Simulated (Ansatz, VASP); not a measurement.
Given: the input of a run of VASP 6.6.1 on Te2Mo.

The input INCAR:

```
SYSTEM = Te2Mo
PREC     = Accurate       ! precision mode
ENCUT    = 520            ! plane-wave cutoff, eV
EDIFF    = 1E-6           ! SCF threshold, eV
ISMEAR   = -1             ! smearing method
SIGMA    = 0.05           ! smearing width, eV
LREAL    = .FALSE.        ! projectors in reciprocal space
LASPH    = .TRUE.         ! aspherical terms in the spheres
NELM     = 60             ! most SCF steps
ALGO     = Normal         ! electronic algorithm
ISIF     = 2              ! what is computed and relaxed
LWAVE    = .FALSE.        ! write WAVECAR
LCHARG   = .TRUE.         ! write CHGCAR
GGA      = PE             ! functional
LELF     = .TRUE.         ! ELF
LVHAR    = .TRUE.       
NBANDS   = 35             ! bands
```

Contents of KPOINTS:

```
Automatic mesh
0
G
  7 7 2
  0 0 0
```

File POSCAR:

```
Te2Mo
1.0
    3.4830180000      0.0000000000      0.0000000000
   -1.7415090000      3.0163820698      0.0000000000
    0.0000000000      0.0000000000     13.9736000000
Te Mo
4 2
Direct
    0.6666666667      0.3333333333      0.3790000000
    0.3333333333      0.6666666667      0.8790000000
    0.6666666667      0.3333333333      0.1210000000
    0.3333333333      0.6666666667      0.6210000000
    0.6666666667      0.3333333333      0.7500000000
    0.3333333333      0.6666666667      0.2500000000
```

Potentials or basis: VASP PAW PBE potentials, release 64 (Te, Mo_sv).

Launch:

```sh
$ cat potpaw_PBE.64/Te/POTCAR potpaw_PBE.64/Mo_sv/POTCAR > POTCAR
$ mpirun -np 1 vasp_std > vasp.out
```

**Question.** Set up the same calculation for Ansatz 0.2.0. Potentials there: Ansatz PAW.

**Answer.** As run (the cutoff follows the program's own potentials):

File input.yaml:

```yaml
crystal:
  lattice:
    - [3.483018, 0.0, 0.0]
    - [-1.741509, 3.0163820698, 0.0]
    - [0.0, 0.0, 13.9736]
  atoms:
    - { symbol: Te, position: [0.6666666667, 0.3333333333, 0.379] }
    - { symbol: Te, position: [0.3333333333, 0.6666666667, 0.879] }
    - { symbol: Te, position: [0.6666666667, 0.3333333333, 0.121] }
    - { symbol: Te, position: [0.3333333333, 0.6666666667, 0.621] }
    - { symbol: Mo, position: [0.6666666667, 0.3333333333, 0.75] }
    - { symbol: Mo, position: [0.3333333333, 0.6666666667, 0.25] }
hamiltonian:
  xc: pbe
  pseudopotentials: { kind: paw }
kpoints:
  mp_grid: { grid: [7, 7, 2] }
scf:
  occupations: { method: fermi_dirac, width: 0.05 }
output:
  forces: true
  stress: true
  eigenvalues: true
```

Potentials or basis: Ansatz PAW.

Launch:

```bash
$ ansatz run input.yaml --threads 2 --pin off --max-ram 5632MiB --backend cpu --events-out ev --progress --plain --runs-dir out
```

Both were run:

|  | VASP | Ansatz | Ansatz less VASP |
| --- | --- | --- | --- |
| gap on the k mesh at the Fermi level (eV) | 0.88 | 0.88 | +0.005 |
| least direct gap on the mesh (eV) | 1.29 | 1.29 | -0.003 |
| pressure (GPa) | 5.0 | 5.0 | +0.04 |
| traceless stress, the component that is largest in VASP (GPa) | 0.11 | 0.05 | -0.060 |
| rms of the force components (eV/Å) | 0.179 | 0.172 | -0.0074 |

Atom by atom the forces differ by 0.007 eV/Å (rms over components). VASP's potentials hold 52 valence electrons a cell and Ansatz's 92, so a difference there can come from the potentials and not from the codes.

Spin-orbit coupling is off throughout. Noted on Ansatz's run: odd divisions of the mesh miss points on the zone boundary, where band edges often lie, so the gap on the mesh can be too wide.
